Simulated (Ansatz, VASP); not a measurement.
# Si2P3: VASP beside Ansatz

```
Si P
1.0
     4.47264    0.00000    0.00000
     0.00000    4.47264    0.00000
     0.00000    0.00000    5.05582
Si P
2 3
Direct
  0.00000 0.00000 0.73685
  0.00000 0.00000 0.26315
  0.50000 0.50000 0.00000
  0.50000 0.00000 0.00000
  0.00000 0.50000 0.00000
```

Alike in both runs: functional PBE; k mesh 4 × 4 × 3; occupations gaussian, width 0.2 eV; no spin polarisation.

Ansatz relaxed the structure, and its values are those at the end. VASP's run is a single point on that final structure, the one shown.

|  | VASP | Ansatz |
| --- | --- | --- |
| version | VASP 6.6.1 | Ansatz 0.2.0 |
| potentials or method | VASP PAW PBE potentials, release 64 (Si, P), cutoff 500 eV | scalar-relativistic, plane waves, PAW |
| valence electrons in the cell | 23 | 23 |

```csv
,VASP,Ansatz,Ansatz less VASP
gap on the k mesh at the Fermi level (eV),none,none,-
pressure (GPa),0.2,0.4,+0.15
rms of the force components (eV/Å),0.011,0.012,+0.0004
```

A gap of «none» marks a metal or a gap that the smearing closes.

The k mesh is coarse, so the values compare programs but aren't converged.
